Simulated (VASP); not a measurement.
## MoH5: single point with PBE

The system is MoH5.

```
H Mo
1.0
     3.32554    0.00000    0.00000
    -1.66277    2.88000    0.00000
     0.00000    0.00000    2.98972
H Mo
5 1
Direct
  0.33333 0.66667 0.00000
  0.66667 0.33333 0.00000
  0.50000 0.00000 0.50000
  0.50000 0.50000 0.50000
  0.00000 0.50000 0.50000
  0.00000 0.00000 0.00000
```

* Program: VASP 6.6.1
* Task: single point
* Functional: PBE
* Potentials or basis: VASP PAW PBE potentials, release 64 (H, Mo_sv)
* Cutoff: 520 eV
* k mesh: 12 × 12 × 12
* Occupations: gaussian, width 0.1 eV
* Spin: no spin polarisation

The pressure is 0.0 GPa.

Levels at points of the mesh, in eV from the Fermi level:
| k point | band 5 | band 6 | band 7 | band 8 | band 9 | band 10 | band 11 | band 12 | band 13 | band 14 |
| --- | --- | --- | --- | --- | --- | --- | --- | --- | --- | --- |
| (0.00, 0.00, 0.00) | -14.10 | -5.92 | -4.00 | -4.00 | -1.37 | 0.78 | 0.78 | 4.75 | 5.58 | 5.58 |
| (0.50, 0.00, 0.00) | -10.14 | -10.10 | -4.40 | -1.10 | -0.47 | 0.30 | 0.41 | 0.92 | 1.12 | 6.39 |
| (0.00, 0.00, 0.50) | -10.34 | -9.98 | -2.25 | -2.25 | -1.49 | -1.49 | -0.29 | 1.81 | 1.81 | 3.42 |
| (0.50, 0.00, 0.50) | -9.32 | -7.63 | -5.87 | -4.96 | -3.63 | 0.56 | 1.53 | 4.07 | 5.83 | 5.95 |

It took 38 s on 1 thread of Intel(R) Xeon(R) Platinum 8488C (Sapphire Rapids) (shared host), peak memory 0.19 GiB.
